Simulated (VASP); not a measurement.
A run of VASP 6.6.1 is set up as follows.

File POSCAR:

```
Li
1.0
    0.0000000000      2.0810736127      2.0810736127
    2.0810736127      0.0000000000      2.0810736127
    2.0810736127      2.0810736127      0.0000000000
Li
1
Direct
    0.0000000000      0.0000000000      0.0000000000
```

Contents of INCAR.step1:

```
SYSTEM = Li
PREC     = Accurate       ! precision mode
ENCUT    = 600            ! plane-wave cutoff, eV
ISMEAR   = 0              ! smearing method
SIGMA    = 0.1            ! smearing width, eV
LREAL    = .FALSE.        ! projectors in reciprocal space
LASPH    = .TRUE.         ! aspherical terms in the spheres
NELM     = 100            ! most SCF steps
GGA      = PE             ! functional
ALGO     = Normal         ! electronic algorithm
EDIFF    = 1E-4           ! SCF threshold, eV
LWAVE    = .TRUE.         ! write WAVECAR
LCHARG   = .FALSE.        ! write CHGCAR
```

File INCAR.step2:

```
SYSTEM = Li
PREC     = Accurate       ! precision mode
ENCUT    = 600            ! plane-wave cutoff, eV
EDIFF    = 1E-6           ! SCF threshold, eV
ISMEAR   = 0              ! smearing method
SIGMA    = 0.1            ! smearing width, eV
LREAL    = .FALSE.        ! projectors in reciprocal space
LASPH    = .TRUE.         ! aspherical terms in the spheres
NELM     = 100            ! most SCF steps
ALGO     = Normal         ! electronic algorithm
ISIF     = 3              ! what is computed and relaxed
LWAVE    = .FALSE.        ! write WAVECAR
LCHARG   = .FALSE.        ! write CHGCAR
METAGGA  = R2SCAN         ! meta-GGA
LMIXTAU  = .TRUE.       
IBRION   = 2              ! ionic algorithm
NSW      = 70             ! ionic steps
EDIFFG   = -0.008         ! ionic threshold
PSTRESS  = 40.0         
ISTART   = 1
```

The input KPOINTS:

```
Automatic mesh
0
G
  16 16 16
  0 0 0
```

Potentials or basis: VASP PAW PBE potentials, release 64 (Li_sv).

Command:

```console
$ cat potpaw_PBE.64/Li_sv/POTCAR > POTCAR
$ cp INCAR.step1 INCAR
$ mpirun -np 1 vasp_std > vasp.out
$ cp INCAR.step2 INCAR
$ mpirun -np 1 vasp_std > vasp.out
```

Task: Predict the space group after relaxing (to 0.05 Å).

Result: Fm-3m (No. 225).

Task: Predict the relaxed volume.

Result: 16.53 Å³/atom.

Task: What does it give for the relaxed cell?

Result: a = 2.859 Å, b = 2.859 Å, c = 2.859 Å, α = 60.00°, β = 60.00°, γ = 60.00°.

Final structure:
```yaml
crystal:
  lattice:
    - [0.00000, 2.02177, 2.02177]
    - [2.02177, 0.00000, 2.02177]
    - [2.02177, 2.02177, 0.00000]
  atoms:
    - { symbol: Li, position: [0.00000, 0.00000, 0.00000] }
```

Caveat: the cutoff is under 1.25 times the usual one of these potentials, so pressure, stress and relaxed cells hold a basis-set (Pulay) error; the cell is relaxed towards a set pressure, so the enthalpy falls and the energy may rise; the PAW data sets were made with another functional, which shifts forces and pressure a little.
